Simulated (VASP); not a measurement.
# Ti in VASP: notebook, part 2 of 2

VASP 6.6.1. Earlier steps stand in the parts before.

## 3. Single point, PBEsol (strain +0.030 along x and y, -0.030 along z)

Input file INCAR:

```
SYSTEM = Ti
ALGO = Fast ; EDIFF = 1E-7
ENCUT = 520 ; GGA = PS
ISIF = 2 ; ISMEAR = 0
LASPH = .True. ; LCHARG = .False.
LREAL = .False. ; LWAVE = .False.
NBANDS = 12 ; NELM = 100
PREC = Accurate ; SIGMA = 0.15
```

Input file KPOINTS:

```
k-points
0
Gamma
  20 20 20
  0 0 0
```

Input file POSCAR:

```
Ti
1.0
   -1.6902300000      1.6902300000      1.5917700000
    1.6902300000     -1.6902300000      1.5917700000
    1.6902300000      1.6902300000     -1.5917700000
Ti
1
Direct
    0.0000000000      0.0000000000      0.0000000000
```

Potentials or basis: VASP PAW PBE potentials, release 64 (Ti_sv).

On the command line:

```
cat potpaw_PBE.64/Ti_sv/POTCAR > POTCAR
mpirun -np 1 vasp_std > vasp.out
```

OUTCAR:

```text
SYSTEM = Ti
   EDIFF = 1E-7
   ENCUT = 520
   GGA = PS
   ISIF = 2
   ISMEAR = 0
   LASPH = .True.
   LREAL = .False.
   NELM = 100
   PREC = Accurate

 ion  position               nearest neighbor table
   1  0.000  0.000  0.000-

  LATTYP: Found a body centered tetragonal cell.
 ALAT       =     3.3804600000
 C/A-ratio  =     0.9417475728

  Lattice vectors:

 A1 = (  -1.6902300000,   1.6902300000,   1.5917700000)
 A2 = (   1.6902300000,  -1.6902300000,   1.5917700000)
 A3 = (   1.6902300000,   1.6902300000,  -1.5917700000)

Analysis of symmetry for initial positions (statically):
=====================================================================
 Subroutine PRICEL returns:
 Original cell was already a primitive cell.

 Routine SETGRP: Setting up the symmetry group for a
 body centered tetragonal supercell.

 Subroutine GETGRP returns: Found 16 space group operations
 (whereof 16 operations were pure point group operations)
 out of a pool of 16 trial point group operations.

The static configuration has the point symmetry D_4h.

Analysis of symmetry for dynamics (positions and initial velocities):
=====================================================================
 Subroutine PRICEL returns:
 Original cell was already a primitive cell.

 Routine SETGRP: Setting up the symmetry group for a
 body centered tetragonal supercell.

 Subroutine GETGRP returns: Found 16 space group operations
 (whereof 16 operations were pure point group operations)
 out of a pool of 16 trial point group operations.

The dynamic configuration has the point symmetry D_4h.

 Subroutine INISYM returns: Found 16 space group operations
 (whereof 16 operations are pure point group operations),
 and found     1 'primitive' translations

----------------------------------------------------------------------------------------

                                     Primitive cell
[... 111 lines left out ...]
  Fermi-wavevector in a.u.,A,eV,Ry     =   1.425141  2.693127 27.633812  2.031028
  Thomas-Fermi vector in A             =   2.545557
   LORBIT       =      0    0 simple, 1 ext, 2 COOP (PROOUT), +10 PAW based schemes
   GGA     = PS    functional components
   LHFCALC =     F    Hartree Fock is set to
   AEXX    =    0.0000 exact exchange contribution
   IVDW    =     0    specifies the selected vdW correction
   LEPSILON=     F    determine dielectric tensor
   LRPA    =     F    only Hartree local field effects (RPA)
 non-spin polarized calculation
 RMM-DIIS sequential band-by-band and
 Gauss-broadening in eV      SIGMA  =   0.15
  energy-cutoff  :      520.00
  volume of cell :       18.19
 maximum number of plane-waves:       505
 NGX is ok and might be reduce to    24
   NGX = 11   NGY = 11   NGZ = 11

 number of electron      11.9999998 magnetization

 Free energy of the ion-electron system (eV)
  ---------------------------------------------------
  ext. energy  EPLUGINS =         0.00000000
  ---------------------------------------------------
  free energy    TOTEN  =        -8.20041166 eV

  energy without entropy =       -8.17241088  energy(sigma->0) =       -8.18641127

 E-fermi :   7.4989     XC(G=0): -11.4134

 val. band max:        7.4977502837   @ k =  -0.1500   0.3500   0.1000
 cond. band min:       7.4998539456   @ k =  -0.2000  -0.2000   0.0500
 fundamental gap:      0.0021036619
 Fermi energy:         7.4989043573

 k-point     1 :       0.0000    0.0000    0.0000
  band No.  band energies     occupation
      1     -48.9089      2.00000
      2     -24.9119      2.00000
      3     -24.9075      2.00000
      4     -24.9075      2.00000
      5       1.6394      2.00000
      6       8.1646      0.00000
      7       8.5819      0.00000
      8       8.5819      0.00000
      9       9.8289      0.00000
     10      10.3166      0.00000
     11      24.2370      0.00000
     12      24.2370      0.00000
[... 331 lines left out ...]
 k-point    24 :      -0.3500    0.0500    0.0000
  band No.  band energies     occupation
      1     -48.8260      2.00000
      2     -25.3373      2.00000
      3     -25.0506      2.00000
      4     -24.9258      2.00000
      5       4.4232      2.00000
      6       7.3207      1.90704
      7       7.7925      0.00564
      8      10.0448      0.00000
      9      10.2611      0.00000
     10      10.5490      0.00000
     11      18.9865      0.00000
     12      21.5455      0.00000

 [... further k-points ...]
[... 5 lines left out ...]
  --------------------------------------------------------------------------------------
  -------------------------------------------------------------------------------------
  Total       -0.9698463     -0.9698463     -1.1841571      0.0000000     -0.0000000      0.0000000
  in kB      -85.4243251    -85.4243251   -104.3008875      0.0000000     -0.0000000      0.0000000
  external PRESSURE =     -91.7165125 kB  Pullay stress =       0.0000000 kB

 VOLUME and BASIS-vectors are now :
 -----------------------------------------------------------------------------
  energy-cutoff  :      520.00
  volume of cell :       18.19
      direct lattice vectors                 reciprocal lattice vectors
    -1.690230000  1.690230000  1.591770000     0.000000000  0.295817729  0.314115733
     1.690230000 -1.690230000  1.591770000     0.295817729  0.000000000  0.314115733
     1.690230000  1.690230000 -1.591770000     0.295817729  0.295817729  0.000000000

 POSITION                                       TOTAL-FORCE (eV/Angst)
 -----------------------------------------------------------------------------------
      0.00000      0.00000      0.00000        -0.000000      0.000000      0.000000
 -----------------------------------------------------------------------------------
    total drift:                                0.000000     -0.000000     -0.000000

  FREE ENERGIE OF THE ION-ELECTRON SYSTEM (eV)
  ---------------------------------------------------
  free  energy   TOTEN  =        -8.2004116611 eV

  energy  without entropy=       -8.1724108786  energy(sigma->0) =       -8.18641127
```

stdout:

```text
POSCAR found type information on POSCAR Ti
 POSCAR found :  1 types and       1 ions
 scaLAPACK will be used
 -----------------------------------------------------------------------------
|                                                                             |
|                                                                             |
|     You enforced a specific xc type in the INCAR file but a different       |
[... 41 lines left out ...]
WARNING in EDDRMM: call to ZHEGV failed, returncode =   6  3      6
WARNING in EDDRMM: call to ZHEGV failed, returncode =   8  4      9
WARNING in EDDRMM: call to ZHEGV failed, returncode =   6  3      5
WARNING in EDDRMM: call to ZHEGV failed, returncode =   6  3      6
WARNING in EDDRMM: call to ZHEGV failed, returncode =   6  3      7
WARNING in EDDRMM: call to ZHEGV failed, returncode =   8  4      7
WARNING in EDDRMM: call to ZHEGV failed, returncode =   8  4     11
```

Wall time 3 min (1 thread of Intel Xeon Platinum 8259CL at 2.50GHz (Skylake/Cascade Lake), shared host); peak memory 0.25 GiB.

What came out:

```
Free energy            : -8.2004 eV
Pressure               : -9.2 GPa
Band gap on the k mesh : zero (band 6 reaches 8.43 eV, above the bottom of band 7 at 6.86 eV)
```

Levels at points of the mesh, in eV from the Fermi level:
```tsv
k point	band 2	band 3	band 4	band 5	band 6	band 7	band 8	band 9	band 10	band 11
(0.00, 0.00, 0.00)	-32.41	-32.41	-32.41	-5.86	0.67	1.08	1.08	2.33	2.82	16.74
(0.50, 0.00, 0.00)	-32.99	-32.60	-32.43	-2.36	-0.53	1.15	2.60	3.10	4.03	8.42
(0.50, 0.50, 0.00)	-33.00	-32.58	-32.39	-2.37	-0.03	0.76	2.25	2.78	3.98	7.99
(0.50, 0.50, 0.50)	-32.83	-32.83	-32.77	-2.03	-1.90	3.66	3.66	3.77	7.43	7.43
```

Caveat: the cell differs from its parent crystal (strain +0.030 along x and y, -0.030 along z); the PAW data sets were made with another functional, which shifts forces and pressure a little.
